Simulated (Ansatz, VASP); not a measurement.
# Two plane-wave programs on Mg3Se

```
CELL_PARAMETERS angstrom
-1.84634 5.46178 2.59385
1.84634 -5.46178 2.59385
1.84634 5.46178 -2.59385
ATOMIC_POSITIONS crystal
Mg 0.23379 0.50000 0.73379
Mg 0.76621 0.50000 0.26621
Mg 0.50000 0.00000 0.50000
Se 0.00000 0.50000 0.50000
```

Alike in both runs: functional PBE; k mesh 6 × 6 × 6; occupations gaussian, width 0.1 eV; no spin polarisation.

Ansatz relaxed the structure, and its values are those at the end. VASP's run is a single point on that final structure, the one shown.

|  | VASP | Ansatz |
| --- | --- | --- |
| version | VASP 6.6.1 | Ansatz 0.2.0 |
| potentials or method | VASP PAW PBE potentials, release 64 (Mg, Se), cutoff 520 eV | scalar-relativistic, plane waves, PAW |
| valence electrons in the cell | 12 | 46 |

|  | VASP | Ansatz | Ansatz less VASP |
| --- | --- | --- | --- |
| gap on the k mesh at the Fermi level (eV) | none | none | - |
| pressure (GPa) | 0.0 | 0.0 | +0.07 |

A gap of «none» marks a metal or a gap that the smearing closes. VASP's potentials hold 12 valence electrons a cell and Ansatz's 46, so a difference there can come from the potentials and not from the codes.
